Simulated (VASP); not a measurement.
Runs of VASP 6.6.1 on MgS. The structure is that of space group F-43m (No. 216), or close to it. The cells are those of the table. 

| cell | k mesh | smearing | gap on the mesh (eV) | pressure (GPa) |
| --- | --- | --- | --- | --- |
| a = 3.984 Å, angles 60.0°, 2 atoms | 6 × 6 × 6 | gaussian 0.05 eV | (a) | -0.3 |
| a = 3.943 Å, angles 60.0°, 2 atoms | 6 × 6 × 6 | gaussian 0.05 eV | 4.28 | 1.7 |
| a = 3.917 Å, angles 60.0°, 2 atoms | 8 × 8 × 8 | gaussian 0.02 eV | 4.27 | 3.2 |
| a = 3.888 Å, angles 60.0°, 2 atoms | 6 × 6 × 6 | gaussian 0.05 eV | (b) | 5.0 |
| a = 3.917 Å, angles 60.0°, 2 atoms | 8 × 8 × 8 | tetrahedron | 4.27 | 3.2 |

Alike in all rows: task single point; level r2SCAN+D3(BJ); potentials or basis VASP PAW PBE potentials, release 64 (Mg, S); no spin polarisation; cutoff (eV) 660.

Task: Fill in the values left out.

Result: (a) 4.21; (b) 4.24.

Caveats: the PAW data sets were made with another functional, which shifts forces and pressure a little; the cell stands under pressure (at least some runs).

A k mesh can miss the band edges.
